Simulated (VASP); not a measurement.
Here is a VASP 6.6.1 calculation.

The input INCAR:

```
SYSTEM = SrO
PREC = Accurate
ENCUT = 520
EDIFF = 1E-8
ISMEAR = -1
SIGMA = 0.02
LREAL = .False.
LASPH = .True.
NELM = 80
ALGO = Normal
ISIF = 2
LWAVE = .False.
LCHARG = .False.
GGA = CA
LEFG = .True.
NBANDS = 15
```

KPOINTS

```
Automatic mesh
0
Gamma
  8 8 8
  0 0 0
```

File POSCAR:

```
SrO
1.0
    0.0000000000      2.5350687154      2.5350687154
    2.5350687154      0.0000000000      2.5350687154
    2.5350687154      2.5350687154      0.0000000000
Sr O
1 1
Direct
    0.0000000000      0.0000000000      0.0000000000
    0.5000000000      0.5000000000      0.5000000000
```

Potentials or basis: VASP PAW LDA potentials, release 64 (Sr_sv, O).

The run is started by

```bash
$ cat potpaw_LDA.64/Sr_sv/POTCAR potpaw_LDA.64/O/POTCAR > POTCAR
$ mpirun -np 1 vasp_std > vasp.out
```

What does it give for the band gap on the k mesh?

3.06 eV, indirect (least direct gap 3.12 eV).

Predict the pressure.

0.5 GPa.

Caveat: without QUAD_EFG the Cq values of the log hold for a quadrupole moment of 1 mb, not for the nuclei. A k mesh can miss the band edges.
